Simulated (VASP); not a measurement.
# HC24 in VASP: further runs

HC24 is run at these levels: PBE+D3(BJ); tasks: single point.

Everything below comes from runs of VASP 6.6.1. Logs are shortened: lines on timing, memory, paths and dates and some standing lists are left out, and cuts for length are marked.

### 1 The cell of the first run

The cell holds a slab with vacuum, 50 atoms: a = 7.392 Å, b = 15.364 Å, c = 22.000 Å, α = 90.00°, β = 90.00°, γ = 90.00°.

### 2 Single point, PBE+D3(BJ)

The input, INCAR:

```
ALGO = Normal
EDIFF = 1E-6
ENCUT = 520
GGA = PE
ISIF = 2
ISMEAR = 0
IVDW = 12
LASPH = True
LCHARG = True
LELF = True
LREAL = Auto
LUSENCCL = False
LVHAR = True
LWAVE = False
NBANDS = 128
NELM = 60
PREC = Accurate
SIGMA = 0.05
```

The input, KPOINTS:

```
k-points
0
Gamma
  4 2 1
```

The input, POSCAR:

```
HC24
1.0
    7.3920000000      0.0000000000      0.0000000000
    0.0000000000     15.3639834835      0.0000000000
    0.0000000000      0.0000000000     22.0000000000
C H
48 2
Direct
    0.0000000000      0.0000000000      0.4545454545
    0.1666559372      0.0374313550      0.4732777303
    0.1666574544      0.1166832260      0.5057388490
    0.0000056280      0.1595864321      0.5175178800
    0.0000021902      0.2504971960      0.5272475159
    0.1666390539      0.2964287982      0.5243268042
    0.1666511403      0.3837809846      0.5042894232
   -0.0000132667      0.4241536737      0.4887982587
   -0.0000120853      0.5000933131      0.4527313250
    0.1666561397      0.5375173565      0.4340091740
    0.1666561711      0.6167235618      0.4015020171
   -0.0000099064      0.6596064256      0.3896855998
   -0.0000090745      0.7505070798      0.3798602839
    0.1666603881      0.7964537163      0.3827679950
    0.1666624208      0.8837716964      0.4028947880
   -0.0000071092      0.9241106478      0.4184299242
    0.3333230188      0.0000110208      0.4545527848
    0.4999937380      0.0374382261      0.4732757580
    0.4999847830      0.1166765760      0.5057460790
    0.3333085708      0.1595832930      0.5175021883
    0.3333005700      0.2504938274      0.5272584639
    0.4999879902      0.2964426327      0.5243898851
    0.4999894509      0.3837837037      0.5043097025
    0.3333233587      0.4241497546      0.4887961482
    0.3333235262      0.5000903549      0.4527303968
    0.4999915567      0.5375184353      0.4340123604
    0.4999910831      0.6167234962      0.4015042190
    0.3333241842      0.6596060161      0.3896867967
    0.3333252256      0.7505062065      0.3798603706
    0.4999905634      0.7964555666      0.3827714425
    0.4999908978      0.8837730797      0.4028992208
    0.3333235985      0.9241144824      0.4184381193
    0.6666601109      0.0000134081      0.4545503061
    0.8333338667      0.0374354282      0.4732740119
    0.8333307937      0.1166698408      0.5057532222
    0.6666594810      0.1595734954      0.5175442936
    0.6666637147      0.2504931207      0.5273197882
    0.8333384793      0.2964421398      0.5243832904
    0.8333258260      0.3837842439      0.5043082580
    0.6666577550      0.4241519882      0.4888064261
    0.6666562489      0.5000902158      0.4527346861
    0.8333216187      0.5375194525      0.4340119253
    0.8333225202      0.6167238618      0.4015027321
    0.6666572144      0.6596070079      0.3896874100
    0.6666563852      0.7505070544      0.3798621645
    0.8333233604      0.7964551035      0.3827699911
    0.8333205842      0.8837737268      0.4028943596
    0.6666583868      0.9241162316      0.4184359630
    0.1262443612      0.1731222474      0.6596553094
    0.2183179941      0.1930979113      0.6559548712
```

Potentials or basis: VASP PAW PBE potentials, release 64 (C, H).

Started as:

```sh
cat potpaw_PBE.64/C/POTCAR potpaw_PBE.64/H/POTCAR > POTCAR
mpirun -np 1 vasp_std > vasp.out
```

OUTCAR:

```text
EDIFF = 1E-6
   ENCUT = 520
   GGA = PE
   ISIF = 2
   ISMEAR = 0
   IVDW = 12
   LASPH = True
   LREAL = Auto
   NELM = 60
   PREC = Accurate
 IVDW          = 12

 ion  position               nearest neighbor table
   1  0.000  0.000  0.455-  16 1.41   2 1.42  34 1.42
   2  0.167  0.037  0.473-   3 1.41  17 1.42   1 1.42
   3  0.167  0.117  0.506-   2 1.41  20 1.42   4 1.42
   4  0.000  0.160  0.518-   5 1.41   3 1.42  35 1.42
   5  0.000  0.250  0.527-   4 1.41   6 1.42  38 1.42
   6  0.167  0.296  0.524-   7 1.41   5 1.42  21 1.42
[... 40 lines left out ...]
  47  0.833  0.884  0.403-  46 1.41  16 1.42  48 1.42
  48  0.667  0.924  0.418-  33 1.41  47 1.42  31 1.42
  49  0.126  0.173  0.660-  50 0.75
  50  0.218  0.193  0.656-  49 0.75

  LATTYP: Found a simple orthorhombic cell.
 ALAT       =     7.3920000000
 B/A-ratio  =     2.0784609691
 C/A-ratio  =     2.9761904762

  Lattice vectors:

 A1 = (   7.3920000000,   0.0000000000,   0.0000000000)
 A2 = (   0.0000000000,  15.3639834835,   0.0000000000)
 A3 = (   0.0000000000,   0.0000000000,  22.0000000000)

Analysis of symmetry for initial positions (statically):
=====================================================================
 Subroutine PRICEL returns:
 Original cell was already a primitive cell.

 Routine SETGRP: Setting up the symmetry group for a
 simple orthorhombic supercell.

 Subroutine GETGRP returns: Found  1 space group operations
 (whereof  1 operations were pure point group operations)
 out of a pool of  8 trial point group operations.

The static configuration has the point symmetry C_1 .

Analysis of symmetry for dynamics (positions and initial velocities):
=====================================================================
 Subroutine PRICEL returns:
 Original cell was already a primitive cell.

 Routine SETGRP: Setting up the symmetry group for a
 simple orthorhombic supercell.

 Subroutine GETGRP returns: Found  1 space group operations
 (whereof  1 operations were pure point group operations)
 out of a pool of  8 trial point group operations.

The dynamic configuration has the point symmetry C_1 .

 Subroutine INISYM returns: Found  1 space group operations
 (whereof  1 operations are pure point group operations),
 and found     1 'primitive' translations

[... 171 lines left out ...]
   EDIFF  = 0.1E-05   stopping-criterion for ELM
   LREAL  =      T    real-space projection
   EDIFFG = 0.1E-04   stopping-criterion for IOM
   NSW    =      0    number of steps for IOM
   IBRION =     -1    ionic relax: 0-MD 1-quasi-New 2-CG
   NFREE  =      0    steps in history (QN), initial steepest desc. (CG)
   ISIF   =      2    stress and relaxation
   ISYM   =      2    0-nonsym 1-usesym 2-fastsym
   POTIM  = 0.5000    time-step for ionic-motion
   TEBEG  =    0.0;   TEEND  =   0.0 temperature during run
   PSTRESS=    0.0 pullay stress
   NELECT =     194.0000    total number of electrons
   NUPDOWN=      -1.0000    fix difference up-down
   EMIN   =  10.00;   EMAX   =-10.00  energy-range for DOS
   EFERMI =   0.00;   METHOD = LEGACY
   ISMEAR =     0;   SIGMA  =   0.05  broadening in eV -4-tet -1-fermi 0-gaus
   EFERMI_NEDOS =   21; number of points for ismear=-14 and -15
   IALGO  =     38    algorithm
   IMIX   =      4    mixing-type and parameters
     AMIX     =   0.40;   BMIX     =  1.00
     AMIX_MAG =   1.60;   BMIX_MAG =  1.00
  volume/ion in A,a.u.               =      49.97       337.22
  Fermi-wavevector in a.u.,A,eV,Ry     =   0.698413  1.319810  6.636668  0.487781
  Thomas-Fermi vector in A             =   1.782010
   LORBIT       =      0    0 simple, 1 ext, 2 COOP (PROOUT), +10 PAW based schemes
   GGA     = PE    functional components
   LHFCALC =     F    Hartree Fock is set to
   AEXX    =    0.0000 exact exchange contribution
   IVDW    =    12    specifies the selected vdW correction
   LEPSILON=     F    determine dielectric tensor
   LRPA    =     F    only Hartree local field effects (RPA)
 non-spin polarized calculation
 Gauss-broadening in eV      SIGMA  =   0.05
  energy-cutoff  :      520.00
  volume of cell :     2498.55
 maximum number of plane-waves:     67344
 NGX is ok and might be reduce to    56
   NGX = 27   NGY = 57   NGZ = 81

 number of electron     193.9999990 magnetization

 Free energy of the ion-electron system (eV)
  ---------------------------------------------------
  ext. energy  EPLUGINS =         0.00000000
  ---------------------------------------------------
  free energy    TOTEN  =      -446.96961417 eV

  energy without entropy =     -446.96957690  energy(sigma->0) =     -446.96959554

 E-fermi :  -2.6742     XC(G=0):  -2.2431

 val. band max:       -2.7947899601   @ k =   0.0000   0.0000   0.0000
 cond. band min:      -2.5527794699   @ k =   0.0000   0.0000   0.0000
 fundamental gap:      0.2420104901
 Fermi energy:        -2.6741862400

 k-point     1 :       0.0000    0.0000    0.0000
  band No.  band energies     occupation
      1     -22.3973      2.00000
      2     -22.0397      2.00000
      3     -21.9803      2.00000
      4     -20.8662      2.00000
      5     -20.8659      2.00000
      6     -20.4461      2.00000
[... 661 lines left out ...]
    108      -0.0489      0.00000
    109      -0.0483      0.00000
 [bands above 109 left out]

------------------------ aborting loop because EDIFF is reached ----------------------------------------

 Edisp (eV)   -4.37164

 E8    (eV) :    -1.3585

  FORCE on cell =-STRESS in cart. coord.  units (eV):
  Direction    XX          YY          ZZ          XY          YZ          ZX
  --------------------------------------------------------------------------------------
  -------------------------------------------------------------------------------------
  Total      10.51857    25.08887     0.05368    -0.00480     0.00718    -0.00258
  in kB       6.74495    16.08804     0.03442    -0.00308     0.00460    -0.00165
  external pressure =        7.62 kB  Pullay stress =        0.00 kB

 VOLUME and BASIS-vectors are now :
 -----------------------------------------------------------------------------
  energy-cutoff  :      520.00
  volume of cell :     2498.55
      direct lattice vectors                 reciprocal lattice vectors
     7.392000000  0.000000000  0.000000000     0.135281385  0.000000000  0.000000000
     0.000000000 15.363983484  0.000000000     0.000000000  0.065087287  0.000000000
     0.000000000  0.000000000 22.000000000     0.000000000  0.000000000  0.045454545

 POSITION                                       TOTAL-FORCE (eV/Angst)
 -----------------------------------------------------------------------------------
      0.00000      0.00000     10.00000        -0.001540      0.006611      0.003576
      1.23192      0.57509     10.41211         0.015106     -0.002936      0.002383
      1.23193      1.79272     11.12625         0.000750     -0.002754      0.009088
      0.00004      2.45188     11.38539         0.000092     -0.004714      0.011988
      0.00002      3.84863     11.59945        -0.000397     -0.010158      0.015133
      1.23180      4.55433     11.53519         0.005399      0.006775      0.014380
[... 42 lines left out ...]
      0.93320      2.65985     14.51242         0.013405      0.006243     -0.000294
      1.61381      2.96675     14.43101        -0.014126     -0.008836      0.002449
 -----------------------------------------------------------------------------------
    total drift:                                0.000846     -0.038353     -0.024040

  FREE ENERGIE OF THE ION-ELECTRON SYSTEM (eV)
  ---------------------------------------------------
  free  energy   TOTEN  =      -451.3412560094 eV

  energy  without entropy=     -451.3412187390  energy(sigma->0) =     -451.34123737
```

It took 3.7 min on 1 × NVIDIA H100 80GB with 1 thread of AMD EPYC 7R13 (Zen 3), shared host; peak memory 2.9 GiB.

What came out:

* Free energy: -451.3413 eV
* Largest force: 0.018 eV/Å
* Band gap on the k mesh: 0.24 eV
* Dispersion energy per atom: -0.087 eV

Forces on the atoms (eV/Å):
```
C   -0.002  0.007  0.004
C    0.015 -0.003  0.002
C    0.001 -0.003  0.009
C    0.000 -0.005  0.012
C    0.000 -0.010  0.015
C    0.005  0.007  0.014
C   -0.004  0.003  0.007
C   -0.001  0.004  0.003
C    0.000 -0.004  0.001
C    0.008  0.000 -0.010
C    0.000  0.001 -0.008
C    0.000 -0.008 -0.013
C    0.000 -0.004 -0.015
C    0.011 -0.002 -0.004
C   -0.004  0.006 -0.004
C    0.000  0.012 -0.007
C    0.003 -0.002 -0.005
C   -0.001 -0.003  0.001
C    0.000 -0.004  0.008
C    0.001 -0.009  0.000
C    0.004  0.000  0.013
C    0.000  0.003  0.015
C    0.000 -0.002  0.006
C    0.003  0.006  0.004
C   -0.001  0.000 -0.001
C    0.001 -0.001 -0.008
C    0.000 -0.005 -0.011
C    0.001  0.001 -0.010
C    0.003 -0.001 -0.008
C    0.000  0.001 -0.009
C    0.000  0.000 -0.003
C    0.001  0.004 -0.003
C   -0.003 -0.002 -0.006
C   -0.015 -0.003  0.002
C   -0.001 -0.002  0.012
C   -0.001 -0.008  0.003
C   -0.003  0.001  0.014
C   -0.005  0.007  0.013
C    0.004  0.004  0.006
C   -0.003  0.006  0.004
C    0.002  0.000 -0.001
C   -0.008 -0.001 -0.010
C    0.000  0.001 -0.008
C   -0.001  0.002 -0.009
C   -0.003 -0.001 -0.009
C   -0.011 -0.002 -0.004
C    0.003  0.005 -0.004
C   -0.001  0.004 -0.003
H    0.013  0.006  0.000
H   -0.014 -0.009  0.002
```

Levels at points of the mesh, in eV from the valence-band top:
```tsv
k point	band 95	band 96	band 97	band 98	band 99	band 100
(0.00, 0.00, 0.00)	-1.86	0.00	0.00	0.24	0.24	1.73
(0.50, 0.00, 0.00)	-2.31	-1.48	-1.47	1.49	1.50	1.70
(0.00, 0.50, 0.00)	-0.88	-0.88	-0.88	1.06	1.06	1.06
(0.50, 0.50, 0.00)	-2.07	-2.07	-2.07	1.86	1.86	1.86
```

Caveat: there is no dipole correction, which matters where the two faces differ.

(Continued in part 2 of 2.)
